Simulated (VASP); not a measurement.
# KTaO3 (Pm-3m) in VASP: a series of runs

Aim: see how the results for KTaO3 move with the level of theory and the settings. Levels: revPBE+D3(BJ), revPBE+D4, PBE. Tasks: single point.

All numbers are computed with VASP 6.6.1; they aren't measurements. Logs are shortened: lines on timing, memory, paths and dates and some standing lists are left out, and cuts for length are marked.

## Step 1: The cell of the first run

It takes space group Pm-3m (No. 221, cubic). Conventional cell: a = 4.007 Å, b = 4.007 Å, c = 4.007 Å, α = 90.00°, β = 90.00°, γ = 90.00°. Within 2.7 Å of Ta (site symmetry m-3m) lie 6 O at 2.00 Å. K (site symmetry m-3m) has 12 O at 2.83 Å and 8 Ta at 3.47 Å within 3.7 Å. O (site symmetry 4/mmm) has 2 Ta at 2.00 Å within 2.7 Å.

## Step 2: Single point, revPBE+D3(BJ)

The input, INCAR:

```
PREC = Accurate ; ENCUT = 520
EDIFF = 1E-6 ; ISMEAR = -1
SIGMA = 0.05 ; LREAL = False
LASPH = True ; NELM = 80
ALGO = Normal ; ISIF = 2
LWAVE = False ; LCHARG = True
GGA = RE ; IVDW = 12
LELF = True ; LVHAR = True
NBANDS = 27
```

The input, KPOINTS:

```
regular mesh
0
Gamma
  7 7 7
```

The input, POSCAR:

```
KTaO3
1.0
    4.0072747582      0.0000000000      0.0000000000
    0.0000000000      4.0072747582      0.0000000000
    0.0000000000      0.0000000000      4.0072747582
Ta K O
1 1 3
Direct
    0.0000000000      0.0000000000      0.0000000000
    0.5000000000      0.5000000000      0.5000000000
    0.0000000000      0.0000000000      0.5000000000
    0.0000000000      0.5000000000      0.0000000000
    0.5000000000      0.0000000000      0.0000000000
```

Potentials or basis: VASP PAW PBE potentials, release 64 (Ta_pv, K_sv, O).

Run with:

```sh
$ cat potpaw_PBE.64/Ta_pv/POTCAR potpaw_PBE.64/K_sv/POTCAR potpaw_PBE.64/O/POTCAR > POTCAR
$ mpirun -np 1 vasp_std > vasp.out
```

OUTCAR:

```text
PREC = Accurate
   ENCUT = 520
   EDIFF = 1E-6
   ISMEAR = -1
   LREAL = False
   LASPH = True
   NELM = 80
   ISIF = 2
   GGA = RE
   IVDW = 12
 IVDW          = 12

 ion  position               nearest neighbor table
   1  0.000  0.000  0.000-   3 2.00   4 2.00   5 2.00   3 2.00   4 2.00   5 2.00   2 3.47   2 3.47
                             2 3.47   2 3.47   2 3.47   2 3.47   2 3.47   2 3.47
   2  0.500  0.500  0.500-   3 2.83   4 2.83   5 2.83   4 2.83   5 2.83   3 2.83   5 2.83   5 2.83
                             3 2.83   4 2.83   4 2.83   3 2.83   1 3.47   1 3.47   1 3.47   1 3.47
   3  0.000  0.000  0.500-   1 2.00   1 2.00   2 2.83   2 2.83   2 2.83   2 2.83
   4  0.000  0.500  0.000-   1 2.00   1 2.00   2 2.83   2 2.83   2 2.83   2 2.83
   5  0.500  0.000  0.000-   1 2.00   1 2.00   2 2.83   2 2.83   2 2.83   2 2.83

  LATTYP: Found a simple cubic cell.
 ALAT       =     4.0072747582

  Lattice vectors:

 A1 = (   4.0072747582,   0.0000000000,   0.0000000000)
 A2 = (   0.0000000000,   4.0072747582,   0.0000000000)
 A3 = (   0.0000000000,   0.0000000000,   4.0072747582)

Analysis of symmetry for initial positions (statically):
=====================================================================
 Subroutine PRICEL returns:
 Original cell was already a primitive cell.

 Routine SETGRP: Setting up the symmetry group for a
 simple cubic supercell.

 Subroutine GETGRP returns: Found 48 space group operations
 (whereof 48 operations were pure point group operations)
 out of a pool of 48 trial point group operations.

The static configuration has the point symmetry O_h .

Analysis of symmetry for dynamics (positions and initial velocities):
=====================================================================
 Subroutine PRICEL returns:
 Original cell was already a primitive cell.

 Routine SETGRP: Setting up the symmetry group for a
 simple cubic supercell.

 Subroutine GETGRP returns: Found 48 space group operations
 (whereof 48 operations were pure point group operations)
 out of a pool of 48 trial point group operations.

The dynamic configuration has the point symmetry O_h .

 Subroutine INISYM returns: Found 48 space group operations
 (whereof 48 operations are pure point group operations),
 and found     1 'primitive' translations

----------------------------------------------------------------------------------------

                                     Primitive cell

  volume of cell :      64.3498

  direct lattice vectors                    reciprocal lattice vectors
     4.007274758  0.000000000  0.000000000     0.249546153  0.000000000  0.000000000
     0.000000000  4.007274758  0.000000000     0.000000000  0.249546153  0.000000000
     0.000000000  0.000000000  4.007274758     0.000000000  0.000000000  0.249546153

  length of vectors
     4.007274758  4.007274758  4.007274758     0.249546153  0.249546153  0.249546153

  position of ions in fractional coordinates (direct lattice)
     0.000000000  0.000000000  0.000000000
     0.500000000  0.500000000  0.500000000
     0.000000000  0.000000000  0.500000000
     0.000000000  0.500000000  0.000000000
     0.500000000  0.000000000  0.000000000

  ion indices of the primitive-cell ions
   primitive index   ion index
                 1           1
                 2           2
                 3           3
                 4           4
                 5           5

----------------------------------------------------------------------------------------

 KPOINTS: regular mesh

Automatic generation of k-mesh.
 Grid dimensions read from file:
 generate k-points for:    7    7    7

 Generating k-lattice:

  Cartesian coordinates                     Fractional coordinates (reciprocal lattice)
     0.035649450  0.000000000  0.000000000     0.142857143  0.000000000  0.000000000
     0.000000000  0.035649450  0.000000000     0.000000000  0.142857143  0.000000000
     0.000000000  0.000000000  0.035649450     0.000000000  0.000000000  0.142857143

  Length of vectors
     0.035649450  0.035649450  0.035649450

  Shift w.r.t. Gamma in fractional coordinates (k-lattice)
     0.000000000  0.000000000  0.000000000

 Subroutine IBZKPT returns following result:
 ===========================================

 Found     20 irreducible k-points:

 Following reciprocal coordinates:
            Coordinates               Weight
  0.000000  0.000000  0.000000      1.000000
  0.142857  0.000000  0.000000      6.000000
  0.285714  0.000000  0.000000      6.000000
  0.428571  0.000000  0.000000      6.000000
  0.142857  0.142857  0.000000     12.000000
  0.285714  0.142857  0.000000     24.000000
[... 12 lines left out ...]
  0.428571  0.428571  0.285714     24.000000
  0.428571  0.428571  0.428571      8.000000
   k-points           NKPTS =     20   k-points in BZ     NKDIM =     20   number of bands    NBANDS=     27
   number of dos      NEDOS =    301   number of ions     NIONS =      5
   total plane-waves  NPLWV =  27000
   dimension x,y,z NGX =    30 NGY =   30 NGZ =   30
   dimension x,y,z NGXF=    60 NGYF=   60 NGZF=   60
   ions per type =               1   1   3
   NGX,Y,Z   is equivalent  to a cutoff of  12.45, 12.45, 12.45 a.u.
   NGXF,Y,Z  is equivalent  to a cutoff of  24.89, 24.89, 24.89 a.u.
 SYSTEM =  unknown system
   PREC   = accura    normal or accurate (medium, high low for compatibility)
   ISTART =      0    job   : 0-new  1-cont  2-samecut
   ICHARG =      2    charge: 1-file 2-atom 10-const
   ISPIN  =      1    spin polarized calculation?
   LNONCOLLINEAR =      F non collinear calculations
   LSORBIT =      F    spin-orbit coupling
   LASPH  =      T    aspherical Exc in radial PAW
   ENCUT  =  520.0 eV  38.22 Ry    6.18 a.u.   7.45  7.45  7.45*2*pi/ulx,y,z
   NELM   =     80;   NELMIN=  2; NELMDL= -5     # of ELM steps
   EDIFF  = 0.1E-05   stopping-criterion for ELM
   LREAL  =      F    real-space projection
   EDIFFG = 0.1E-04   stopping-criterion for IOM
   NSW    =      0    number of steps for IOM
   IBRION =     -1    ionic relax: 0-MD 1-quasi-New 2-CG
   NFREE  =      0    steps in history (QN), initial steepest desc. (CG)
   ISIF   =      2    stress and relaxation
   ISYM   =      2    0-nonsym 1-usesym 2-fastsym
   POTIM  = 0.5000    time-step for ionic-motion
   TEBEG  =    0.0;   TEEND  =   0.0 temperature during run
   PSTRESS=    0.0 pullay stress
   NELECT =      38.0000    total number of electrons
   NUPDOWN=      -1.0000    fix difference up-down
   EMIN   =  10.00;   EMAX   =-10.00  energy-range for DOS
   EFERMI =   0.00;   METHOD = LEGACY
   ISMEAR =    -1;   SIGMA  =   0.05  broadening in eV -4-tet -1-fermi 0-gaus
   EFERMI_NEDOS =   21; number of points for ismear=-14 and -15
   IALGO  =     38    algorithm
   IMIX   =      4    mixing-type and parameters
     AMIX     =   0.40;   BMIX     =  1.00
     AMIX_MAG =   1.60;   BMIX_MAG =  1.00
  volume/ion in A,a.u.               =      12.87        86.85
  Fermi-wavevector in a.u.,A,eV,Ry     =   1.373473  2.595488 25.666426  1.886429
  Thomas-Fermi vector in A             =   2.498987
   LORBIT       =      0    0 simple, 1 ext, 2 COOP (PROOUT), +10 PAW based schemes
   GGA     = RE    functional components
   LHFCALC =     F    Hartree Fock is set to
   AEXX    =    0.0000 exact exchange contribution
   IVDW    =    12    specifies the selected vdW correction
   LEPSILON=     F    determine dielectric tensor
   LRPA    =     F    only Hartree local field effects (RPA)
 non-spin polarized calculation
  energy-cutoff  :      520.00
  volume of cell :       64.35
 maximum number of plane-waves:      1759
 NGX is ok and might be reduce to    30
   NGX = 15   NGY = 15   NGZ = 15

 number of electron      37.9999977 magnetization

 Free energy of the ion-electron system (eV)
  ---------------------------------------------------
  ext. energy  EPLUGINS =         0.00000000
  ---------------------------------------------------
  free energy    TOTEN  =       -39.31236486 eV

  energy without entropy =      -39.31236486  energy(sigma->0) =      -39.31236486

 E-fermi :   2.8890     XC(G=0): -10.5912

 val. band max:        1.7631365427   @ k =   0.4286   0.4286   0.4286
 cond. band min:       4.0006896284   @ k =   0.0000   0.0000   0.0000
 fundamental gap:      2.2375530858
 Fermi energy:         2.8890087972

 k-point     1 :       0.0000    0.0000    0.0000
  band No.  band energies     occupation
      1     -32.4046      2.00000
      2     -32.4046      2.00000
      3     -32.4046      2.00000
      4     -25.6090      2.00000
      5     -15.7411      2.00000
      6     -15.0506      2.00000
[... 19 lines left out ...]
     26      10.0513      0.00000
     27      10.0513      0.00000

 k-point     2 :       0.1429    0.0000    0.0000
  band No.  band energies     occupation
      1     -32.4207      2.00000
      2     -32.4040      2.00000
      3     -32.4040      2.00000
      4     -25.6043      2.00000
      5     -15.6861      2.00000
      6     -15.0466      2.00000
[... 19 lines left out ...]
     26      10.2967      0.00000
     27      10.3363      0.00000

 k-point     3 :       0.2857    0.0000    0.0000
  band No.  band energies     occupation
      1     -32.4566      2.00000
      2     -32.4026      2.00000
      3     -32.4026      2.00000
      4     -25.5939      2.00000
      5     -15.6326      2.00000
      6     -15.0376      2.00000
[... 19 lines left out ...]
     26      10.8742      0.00000
     27      11.3575      0.00000

 k-point     4 :       0.4286    0.0000    0.0000
  band No.  band energies     occupation
      1     -32.4850      2.00000
      2     -32.4016      2.00000
      3     -32.4016      2.00000
      4     -25.5855      2.00000
      5     -15.6297      2.00000
      6     -15.0304      2.00000
[... 19 lines left out ...]
     26      11.3711      0.00000
     27      12.3767      0.00000

 k-point     5 :       0.1429    0.1429    0.0000
  band No.  band energies     occupation
      1     -32.4203      2.00000
      2     -32.4199      2.00000
      3     -32.4034      2.00000
      4     -25.6001      2.00000
      5     -15.6153      2.00000
      6     -14.9824      2.00000
[... 19 lines left out ...]
     26      10.5339      0.00000
     27      10.5903      0.00000

 k-point     6 :       0.2857    0.1429    0.0000
  band No.  band energies     occupation
      1     -32.4559      2.00000
      2     -32.4186      2.00000
      3     -32.4021      2.00000
      4     -25.5906      2.00000
      5     -15.5377      2.00000
      6     -14.9532      2.00000
[... 324 lines left out ...]
      1     -32.4526      2.00000
      2     -32.4519      2.00000
      3     -32.4519      2.00000
      4     -25.5740      2.00000
      5     -14.9184      2.00000
      6     -14.5519      2.00000
[... 19 lines left out ...]
     26      12.3007      0.00000
     27      12.3014      0.00000

 k-point    18 :       0.4286    0.2857    0.2857
  band No.  band energies     occupation
      1     -32.4802      2.00000
      2     -32.4511      2.00000
      3     -32.4507      2.00000
      4     -25.5689      2.00000
      5     -14.8092      2.00000
      6     -14.5342      2.00000
[... 19 lines left out ...]
     26      12.3290      0.00000
     27      12.7835      0.00000

 k-point    19 :       0.4286    0.4286    0.2857
  band No.  band energies     occupation
      1     -32.4790      2.00000
      2     -32.4789      2.00000
      3     -32.4497      2.00000
      4     -25.5642      2.00000
      5     -14.6611      2.00000
      6     -14.2687      2.00000
[... 19 lines left out ...]
     26      12.7365      0.00000
     27      13.0741      0.00000

 k-point    20 :       0.4286    0.4286    0.4286
  band No.  band energies     occupation
      1     -32.4778      2.00000
      2     -32.4777      2.00000
      3     -32.4777      2.00000
      4     -25.5594      2.00000
      5     -14.2787      2.00000
      6     -14.2219      2.00000
[... 19 lines left out ...]
     26      12.9958      0.00000
     27      13.8143      0.00000

------------------------ aborting loop because EDIFF is reached ----------------------------------------

 Edisp (eV)   -2.16964

 E8    (eV) :    -1.5114

  FORCE on cell =-STRESS in cart. coord.  units (eV):
  Direction    XX          YY          ZZ          XY          YZ          ZX
  --------------------------------------------------------------------------------------
  -------------------------------------------------------------------------------------
  Total       0.23915     0.23915     0.23915    -0.00000     0.00000     0.00000
  in kB       5.95437     5.95437     5.95437    -0.00000     0.00000     0.00000
  external pressure =        5.95 kB  Pullay stress =        0.00 kB

 VOLUME and BASIS-vectors are now :
 -----------------------------------------------------------------------------
  energy-cutoff  :      520.00
  volume of cell :       64.35
      direct lattice vectors                 reciprocal lattice vectors
     4.007274758  0.000000000  0.000000000     0.249546153  0.000000000  0.000000000
     0.000000000  4.007274758  0.000000000     0.000000000  0.249546153  0.000000000
     0.000000000  0.000000000  4.007274758     0.000000000  0.000000000  0.249546153

 POSITION                                       TOTAL-FORCE (eV/Angst)
 -----------------------------------------------------------------------------------
      0.00000      0.00000      0.00000         0.000000      0.000000      0.000000
      2.00364      2.00364      2.00364         0.000000      0.000000      0.000000
      0.00000      0.00000      2.00364         0.000000      0.000000      0.000000
      0.00000      2.00364      0.00000         0.000000      0.000000      0.000000
      2.00364      0.00000      0.00000         0.000000      0.000000      0.000000
 -----------------------------------------------------------------------------------
    total drift:                                0.000000     -0.000000      0.000000

  FREE ENERGIE OF THE ION-ELECTRON SYSTEM (eV)
  ---------------------------------------------------
  free  energy   TOTEN  =       -41.4820058333 eV

  energy  without entropy=      -41.4820058332  energy(sigma->0) =      -41.48200583
```

It took 32 s on 1 thread of Intel Xeon Platinum 8488C (Sapphire Rapids), shared host; peak memory 0.2 GiB.

What came out:

```
Free energy                : -41.4820 eV
Pressure                   : 0.6 GPa
Band gap on the k mesh     : 2.24 eV, indirect (least direct gap 2.80 eV)
Dispersion energy per atom : -0.434 eV
```

Caveat: the PAW data sets were made with another functional, which shifts forces and pressure a little; spin-orbit coupling is left out, which moves the levels of the heavy elements.

(Continued in part 2 of 2.)
